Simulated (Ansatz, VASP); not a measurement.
**WS2: VASP beside Ansatz**

Contents of INCAR:

```
SYSTEM = WS2
  PREC = Accurate
  ENCUT = 500
  EDIFF = 1E-6
  ISMEAR = 1
  SIGMA = 0.1
  LREAL = .False.
  LASPH = .True.
  NELM = 120
  ALGO = Normal
  ISIF = 2
  LWAVE = .False.
  LCHARG = .True.
  LELF = .True.
  LVHAR = .True.
  NBANDS = 20
  GGA_COMPAT = .False.
```

The input KPOINTS:

```
regular mesh
0
Gamma
  6 6 1
  0 0 0
```

File POSCAR:

```
WS2
1.0
    3.1835200000      0.0000000000      0.0000000000
   -1.5917600000      2.7570100000      0.0000000000
    0.0000000000      0.0000000000     16.9505800000
W S
1 2
Direct
    0.3452845194      0.6551465264     -0.0009905966
    0.6733888434      0.3145005803      0.9085993535
    0.6866524262      0.3260654149      0.0905660282
```

Input for Ansatz:

```yaml
crystal:
  lattice:
    - [3.18352, 0.0, 0.0]
    - [-1.59176, 2.75701, 0.0]
    - [0.0, 0.0, 16.95058]
  atoms:
    - { symbol: W, position: [0.3452845194379405, 0.6551465264398125, -0.0009905965656070502] }
    - { symbol: S, position: [0.6733888434308285, 0.3145005803051094, 0.9085993534864908] }
    - { symbol: S, position: [0.6866524261891851, 0.3260654149420273, 0.09056602819147538] }
basis:
  ecutwfc: 450.0
kpoints:
  mp_grid:
    grid: [6, 6, 1]
hamiltonian:
  xc: lda
scf:
  max_iter: 50
  occupations:
    method: cold
    width: 0.1
output:
  forces: true
```

Alike in both runs: task single point; functional LDA; k mesh 6 × 6 × 1; no spin polarisation.

```csv
,VASP,Ansatz
version,VASP 6.6.1,Ansatz 0.2.0
potentials or method,"VASP PAW LDA potentials, release 64 (W_sv, S), cutoff 500 eV","plane waves, PAW"
occupations,"methfessel-paxton of order 1, width 0.1 eV","cold, width 0.1 eV"
valence electrons in the cell,26,26
```

VASP gave:

| Quantity | Value |
| --- | --- |
| rms of the force components (eV/Å) | 0.177 |

Question: Which values does Ansatz return?

Answer: rms of the force components (eV/Å): 0.178.

LDA's correlation is that of Perdew and Zunger in VASP and of Perdew and Wang (1992) in Ansatz. Atom by atom the forces differ by 0.019 eV/Å (rms over components).

Neither program's run includes spin-orbit coupling.
